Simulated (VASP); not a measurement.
# Sb2Br4O (I4/mmm) in VASP: further runs

Sb2Br4O is run at these levels: PBE, PBEsol; tasks: single point.

Everything below comes from runs of VASP 6.6.1. Logs are shortened: lines on timing, memory, paths and dates and some standing lists are left out, and cuts for length are marked.

### Step 1. The cell of the first run

The structure is tetragonal, space group I4/mmm (No. 139). The conventional cell has a = 4.893 Å, b = 4.893 Å, c = 17.163 Å, α = 90.00°, β = 90.00°, γ = 90.00°. Within 3.9 Å of Br (site symmetry 4mm) lie 1 O at 2.96 Å and 5 Sb at 3.27 to 3.51 Å and 4 Br at 3.84 Å. Br (site symmetry mmm) has 2 O at 2.45 Å within 3.2 Å. Within 3.2 Å of O (site symmetry 4/mmm) lie 6 Br at 2.45 to 2.96 Å. Within 4.3 Å of Sb (site symmetry 4mm) lie 9 Br at 3.27 to 3.51 Å and 4 O at 4.18 Å.

### Step 2. Single point, PBE

INCAR reads:

```
SYSTEM = Sb2Br4O
PREC = Accurate
ENCUT = 520
EDIFF = 1E-6
ISMEAR = 1
SIGMA = 0.2699
LREAL = .False.
LASPH = .True.
NELM = 100
ALGO = Normal
ISIF = 2
LWAVE = .False.
LCHARG = .True.
GGA = PE
LELF = .True.
LVHAR = .True.
NBANDS = 31
```

KPOINTS reads:

```
Automatic mesh
0
Gamma
  4 4 4
  0 0 0
```

POSCAR reads:

```
Sb2Br4O
1.0
    0.0000000000      4.8928780000      0.0000000000
    4.8928780000      0.0000000000      0.0000000000
    2.4464390000      2.4464390000     -8.5816650000
Br O Sb
4 1 2
Direct
    0.3275100000      0.3275100000      0.3449800000
    0.6724900000      0.6724900000      0.6550200000
    0.5000000000      0.0000000000      0.0000000000
    0.0000000000      0.5000000000      0.0000000000
    0.5000000000      0.5000000000      0.0000000000
    0.1368000000      0.1368000000      0.7264000000
    0.8632000000      0.8632000000      0.2736000000
```

Potentials or basis: VASP PAW PBE potentials, release 64 (Br, O, Sb).

Command:

```console
$ cat potpaw_PBE.64/Br/POTCAR potpaw_PBE.64/O/POTCAR potpaw_PBE.64/Sb/POTCAR > POTCAR
$ mpirun -np 1 vasp_std > vasp.out
```

OUTCAR:

```text
SYSTEM = Sb2Br4O
   PREC = Accurate
   ENCUT = 520
   EDIFF = 1E-6
   ISMEAR = 1
   LREAL = .False.
   LASPH = .True.
   NELM = 100
   ISIF = 2
   GGA = PE

 ion  position               nearest neighbor table
   1  0.328  0.328  0.345-   6 3.27
   2  0.672  0.672  0.655-   7 3.27
   3  0.500  0.000  0.000-
   4  0.000  0.500  0.000-
   5  0.500  0.500  0.000-
   6  0.137  0.137  0.726-   1 3.27
   7  0.863  0.863  0.274-   2 3.27

  LATTYP: Found a body centered tetragonal cell.
 ALAT       =     4.8928780000
 C/A-ratio  =     3.5078189156

  Lattice vectors:

 A1 = (  -2.4464390000,   2.4464390000,   8.5816650000)
 A2 = (   2.4464390000,  -2.4464390000,   8.5816650000)
 A3 = (   2.4464390000,   2.4464390000,  -8.5816650000)

Analysis of symmetry for initial positions (statically):
=====================================================================
 Subroutine PRICEL returns:
 Original cell was already a primitive cell.

 Routine SETGRP: Setting up the symmetry group for a
 body centered tetragonal supercell.

 Subroutine GETGRP returns: Found 16 space group operations
 (whereof 16 operations were pure point group operations)
 out of a pool of 16 trial point group operations.

The static configuration has the point symmetry D_4h.

Analysis of symmetry for dynamics (positions and initial velocities):
=====================================================================
 Subroutine PRICEL returns:
 Original cell was already a primitive cell.

 Routine SETGRP: Setting up the symmetry group for a
 body centered tetragonal supercell.

 Subroutine GETGRP returns: Found 16 space group operations
 (whereof 16 operations were pure point group operations)
 out of a pool of 16 trial point group operations.

The dynamic configuration has the point symmetry D_4h.

 Subroutine INISYM returns: Found 16 space group operations
 (whereof 16 operations are pure point group operations),
 and found     1 'primitive' translations

----------------------------------------------------------------------------------------

                                     Primitive cell

  volume of cell :     205.4472

  direct lattice vectors                    reciprocal lattice vectors
     0.000000000  4.892878000  0.000000000     0.000000000  0.204378691  0.058263752
     4.892878000  0.000000000  0.000000000     0.204378691  0.000000000  0.058263752
     2.446439000  2.446439000 -8.581665000     0.000000000  0.000000000 -0.116527504

  length of vectors
     4.892878000  4.892878000  9.252842900     0.212521326  0.212521326  0.116527504

  position of ions in fractional coordinates (direct lattice)
     0.327510000  0.327510000  0.344980000
     0.672490000  0.672490000  0.655020000
     0.500000000  0.000000000  0.000000000
     0.000000000  0.500000000  0.000000000
     0.500000000  0.500000000  0.000000000
     0.136800000  0.136800000  0.726400000
     0.863200000  0.863200000  0.273600000

  ion indices of the primitive-cell ions
   primitive index   ion index
                 1           1
                 2           2
                 3           3
                 4           4
                 5           5
                 6           6
                 7           7

----------------------------------------------------------------------------------------

 KPOINTS: Automatic mesh

Automatic generation of k-mesh.
 Grid dimensions read from file:
 generate k-points for:    4    4    4

 Generating k-lattice:

  Cartesian coordinates                     Fractional coordinates (reciprocal lattice)
     0.000000000  0.051094673  0.014565938     0.250000000  0.000000000  0.000000000
     0.051094673  0.000000000  0.014565938     0.000000000  0.250000000  0.000000000
     0.000000000  0.000000000 -0.029131876     0.000000000  0.000000000  0.250000000

  Length of vectors
     0.053130332  0.053130332  0.029131876

  Shift w.r.t. Gamma in fractional coordinates (k-lattice)
     0.000000000  0.000000000  0.000000000

 Subroutine IBZKPT returns following result:
 ===========================================

 Found     13 irreducible k-points:

 Following reciprocal coordinates:
            Coordinates               Weight
  0.000000  0.000000  0.000000      1.000000
  0.250000  0.000000  0.000000      8.000000
  0.500000  0.000000  0.000000      4.000000
  0.250000  0.250000  0.000000      8.000000
  0.500000  0.250000  0.000000     16.000000
 -0.250000  0.250000  0.000000      4.000000
  0.500000  0.500000  0.000000      2.000000
  0.000000  0.000000  0.250000      2.000000
  0.500000  0.000000  0.250000      4.000000
 -0.250000  0.000000  0.250000      8.000000
  0.500000  0.500000  0.250000      2.000000
 -0.250000 -0.250000  0.250000      4.000000
  0.000000  0.000000  0.500000      1.000000
   k-points           NKPTS =     13   k-points in BZ     NKDIM =     13   number of bands    NBANDS=     31
   number of dos      NEDOS =    301   number of ions     NIONS =      7
   total plane-waves  NPLWV =  90720
   dimension x,y,z NGX =    36 NGY =   36 NGZ =   70
   dimension x,y,z NGXF=    72 NGYF=   72 NGZF=  140
   ions per type =               4   1   2
   NGX,Y,Z   is equivalent  to a cutoff of  12.23, 12.23, 12.58 a.u.
   NGXF,Y,Z  is equivalent  to a cutoff of  24.46, 24.46, 25.15 a.u.
 SYSTEM =  Sb2Br4O
   PREC   = accura    normal or accurate (medium, high low for compatibility)
   ISTART =      0    job   : 0-new  1-cont  2-samecut
   ICHARG =      2    charge: 1-file 2-atom 10-const
   ISPIN  =      1    spin polarized calculation?
   LNONCOLLINEAR =      F non collinear calculations
   LSORBIT =      F    spin-orbit coupling
   LASPH  =      T    aspherical Exc in radial PAW
   ENCUT  =  520.0 eV  38.22 Ry    6.18 a.u.   9.10  9.10 17.20*2*pi/ulx,y,z
   NELM   =    100;   NELMIN=  2; NELMDL= -5     # of ELM steps
   EDIFF  = 0.1E-05   stopping-criterion for ELM
   LREAL  =      F    real-space projection
   EDIFFG = 0.1E-04   stopping-criterion for IOM
   NSW    =      0    number of steps for IOM
   IBRION =     -1    ionic relax: 0-MD 1-quasi-New 2-CG
   NFREE  =      0    steps in history (QN), initial steepest desc. (CG)
   ISIF   =      2    stress and relaxation
   ISYM   =      2    0-nonsym 1-usesym 2-fastsym
   POTIM  = 0.5000    time-step for ionic-motion
   TEBEG  =    0.0;   TEEND  =   0.0 temperature during run
   PSTRESS=    0.0 pullay stress
   NELECT =      44.0000    total number of electrons
   NUPDOWN=      -1.0000    fix difference up-down
   EMIN   =  10.00;   EMAX   =-10.00  energy-range for DOS
   EFERMI =   0.00;   METHOD = LEGACY
   ISMEAR =     1;   SIGMA  =   0.27  broadening in eV -4-tet -1-fermi 0-gaus
   EFERMI_NEDOS =   21; number of points for ismear=-14 and -15
   IALGO  =     38    algorithm
   IMIX   =      4    mixing-type and parameters
     AMIX     =   0.40;   BMIX     =  1.00
     AMIX_MAG =   1.60;   BMIX_MAG =  1.00
  volume/ion in A,a.u.               =      29.35       198.06
  Fermi-wavevector in a.u.,A,eV,Ry     =   0.979473  1.850935 13.052974  0.959367
  Thomas-Fermi vector in A             =   2.110328
   LORBIT       =      0    0 simple, 1 ext, 2 COOP (PROOUT), +10 PAW based schemes
   GGA     = PE    functional components
   LHFCALC =     F    Hartree Fock is set to
   AEXX    =    0.0000 exact exchange contribution
   IVDW    =     0    specifies the selected vdW correction
   LEPSILON=     F    determine dielectric tensor
   LRPA    =     F    only Hartree local field effects (RPA)
 non-spin polarized calculation
 Methfessel and Paxton  Order N= 1 SIGMA  =   0.27
  energy-cutoff  :      520.00
  volume of cell :      205.45
 maximum number of plane-waves:      5550
   NGX = 19   NGY = 19   NGZ = 35

 number of electron      43.9999997 magnetization

 Free energy of the ion-electron system (eV)
  ---------------------------------------------------
  ext. energy  EPLUGINS =         0.00000000
  ---------------------------------------------------
  free energy    TOTEN  =       -17.23294984 eV

  energy without entropy =      -17.22958849  energy(sigma->0) =      -17.23182939

 E-fermi :   2.9740     XC(G=0):  -8.7064

 val. band max:        2.9617498319   @ k =   0.2500   0.2500   0.0000
 cond. band min:       2.9965524972   @ k =  -0.2500   0.0000   0.2500
 fundamental gap:      0.0348026653
 Fermi energy:         2.9740377497

 k-point     1 :       0.0000    0.0000    0.0000
  band No.  band energies     occupation
      1     -14.8595      2.00000
      2     -12.0169      2.00000
      3     -11.9702      2.00000
      4     -11.8104      2.00000
      5     -11.7965      2.00000
      6      -6.2722      2.00000
[... 23 lines left out ...]
     30       8.1506     -0.00000
     31       8.7811      0.00000

 k-point     2 :       0.2500    0.0000    0.0000
  band No.  band energies     occupation
      1     -14.7292      2.00000
      2     -12.2415      2.00000
      3     -11.9278      2.00000
      4     -11.8568      2.00000
      5     -11.8049      2.00000
      6      -6.2621      2.00000
[... 23 lines left out ...]
     30       8.9131      0.00000
     31       9.2902      0.00000

 k-point     3 :       0.5000    0.0000    0.0000
  band No.  band energies     occupation
      1     -14.5701      2.00000
      2     -12.5408      2.00000
      3     -11.8674      2.00000
      4     -11.8543      2.00000
      5     -11.8202      2.00000
      6      -6.2342      2.00000
[... 23 lines left out ...]
     30       9.5437      0.00000
     31       9.8579      0.00000

 k-point     4 :       0.2500    0.2500    0.0000
  band No.  band energies     occupation
      1     -14.5950      2.00000
      2     -12.2647      2.00000
      3     -12.1204      2.00000
      4     -11.8904      2.00000
      5     -11.7952      2.00000
      6      -6.1892      2.00000
[... 261 lines left out ...]
     30       8.7580      0.00000
     31       9.9351      0.00000

 k-point    12 :      -0.2500   -0.2500    0.2500
  band No.  band energies     occupation
      1     -14.5948      2.00000
      2     -12.2647      2.00000
      3     -12.1196      2.00000
      4     -11.9046      2.00000
      5     -11.7828      2.00000
      6      -6.1621      2.00000
[... 23 lines left out ...]
     30       9.1326      0.00000
     31       9.2884      0.00000

 k-point    13 :       0.0000    0.0000    0.5000
  band No.  band energies     occupation
      1     -14.8587      2.00000
      2     -12.0169      2.00000
      3     -11.9896      2.00000
      4     -11.8360      2.00000
      5     -11.7546      2.00000
      6      -6.0685      2.00000
[... 23 lines left out ...]
     30       8.3353     -0.00000
     31       9.2538      0.00000

------------------------ aborting loop because EDIFF is reached ----------------------------------------

  FORCE on cell =-STRESS in cart. coord.  units (eV):
  Direction    XX          YY          ZZ          XY          YZ          ZX
  --------------------------------------------------------------------------------------
  -------------------------------------------------------------------------------------
  Total       -7.3109934     -7.3109934     -6.5316410      0.0000000     -0.0000000      0.0000000
  in kB      -57.0146735    -57.0146735    -50.9369058      0.0000000     -0.0000000      0.0000000
  external PRESSURE =     -54.9887510 kB  Pullay stress =       0.0000000 kB

 VOLUME and BASIS-vectors are now :
 -----------------------------------------------------------------------------
  energy-cutoff  :      520.00
  volume of cell :      205.45
      direct lattice vectors                 reciprocal lattice vectors
     0.000000000  4.892878000  0.000000000     0.000000000  0.204378691  0.058263752
     4.892878000  0.000000000  0.000000000     0.204378691  0.000000000  0.058263752
     2.446439000  2.446439000 -8.581665000     0.000000000  0.000000000 -0.116527504

 POSITION                                       TOTAL-FORCE (eV/Angst)
 -----------------------------------------------------------------------------------
      2.44644      2.44644     -2.96050         0.000000      0.000000     -0.897732
      4.89288      4.89288     -5.62116         0.000000      0.000000      0.897732
      0.00000      2.44644      0.00000         0.000000      0.000000      0.000000
      2.44644      0.00000      0.00000         0.000000      0.000000      0.000000
      2.44644      2.44644      0.00000         0.000000      0.000000      0.000000
      2.44644      2.44644     -6.23372         0.000000      0.000000      0.222363
      4.89288      4.89288     -2.34794        -0.000000     -0.000000     -0.222363
 -----------------------------------------------------------------------------------
    total drift:                                0.000000      0.000000      0.000000

  FREE ENERGIE OF THE ION-ELECTRON SYSTEM (eV)
  ---------------------------------------------------
  free  energy   TOTEN  =       -17.2329498359 eV

  energy  without entropy=      -17.2295884930  energy(sigma->0) =      -17.23182939
```

Wall time 70 s (1 thread of AMD EPYC 7R13 (Zen 3), shared host); peak memory 0.29 GiB.

What came out:

```
Free energy            : -17.2329 eV
Pressure               : -5.5 GPa
Largest force          : 0.898 eV/Å
Band gap on the k mesh : zero (bands 22 and 23 overlap by 1.12 eV)
```

Forces on the atoms (eV/Å):
```
Br   0.000  0.000 -0.898
Br   0.000  0.000  0.898
Br   0.000  0.000  0.000
Br   0.000  0.000  0.000
O    0.000  0.000  0.000
Sb   0.000  0.000  0.222
Sb   0.000  0.000 -0.222
```

Stress tensor (GPa, compression positive):
```
-5.70  0.00  0.00
 0.00 -5.70  0.00
 0.00  0.00 -5.09
```

Levels at points of the mesh, in eV from the Fermi level:
```tsv
k point	band 20	band 21	band 22	band 23	band 24	band 25
(0.00, 0.00, 0.00)	-0.67	-0.04	0.67	0.67	0.91	0.91
(0.50, 0.00, 0.00)	-2.00	-1.20	-0.70	-0.45	0.24	0.26
(0.50, 0.50, 0.00)	-1.70	-1.69	-1.49	0.31	0.57	0.91
(0.00, 0.00, 0.50)	-1.33	-0.46	0.31	0.31	1.18	1.21
```

Caveat: the cell stands under tension; spin-orbit coupling is left out, which moves the levels of the heavy elements.

### Step 3. Single point, PBEsol

INCAR reads:

```
SYSTEM = Sb2Br4O
PREC = Accurate ; ENCUT = 520
EDIFF = 1E-7 ; ISMEAR = 1
SIGMA = 0.2699 ; LREAL = .False.
LASPH = .True. ; NELM = 80
ALGO = Normal ; ISIF = 2
LWAVE = .False. ; LCHARG = .True.
GGA = PS ; LELF = .True.
LVHAR = .True. ; NBANDS = 31
```

KPOINTS is that of step 2.

POSCAR is that of step 2.

Potentials or basis: VASP PAW PBE potentials, release 64 (Br, O, Sb).

Command:

```console
$ cat potpaw_PBE.64/Br/POTCAR potpaw_PBE.64/O/POTCAR potpaw_PBE.64/Sb/POTCAR > POTCAR
$ mpirun -np 1 vasp_std > vasp.out
```

Run time: 73 s. Hardware: 1 thread of AMD EPYC 7R13 (Zen 3), shared host; peak memory 0.29 GiB.

The run converged. Its results:

```
Free energy            : -19.0567 eV
Pressure               : -7.9 GPa
Largest force          : 0.807 eV/Å
Band gap on the k mesh : zero (bands 22 and 23 overlap by 1.13 eV)
```

Forces in eV/Å, atoms in the order of the input:
```
Br   0.000  0.000 -0.807
Br   0.000  0.000  0.807
Br   0.000  0.000  0.000
Br   0.000  0.000  0.000
O    0.000  0.000  0.000
Sb   0.000  0.000  0.153
Sb   0.000  0.000 -0.153
```

Stress tensor (GPa, compression positive):
```
-8.15  0.00  0.00
 0.00 -8.15  0.00
 0.00  0.00 -7.36
```

Levels at points of the mesh, in eV from the Fermi level:
```
           k point  band 19  band 20  band 21  band 22  band 23  band 24  band 25  band 26
(0.00, 0.00, 0.00)    -2.58    -0.64    -0.06     0.68     0.68     0.93     0.93     1.05
(0.50, 0.00, 0.00)    -2.15    -2.01    -1.19    -0.72    -0.45     0.24     0.27     0.80
(0.50, 0.50, 0.00)    -2.31    -1.70    -1.66    -1.49     0.32     0.59     0.92     1.25
(0.00, 0.00, 0.50)    -2.11    -1.33    -0.48     0.32     0.32     1.19     1.22     1.22
```

Caveat: the cell stands under tension; the PAW data sets were made with another functional, which shifts forces and pressure a little; spin-orbit coupling is left out, which moves the levels of the heavy elements.
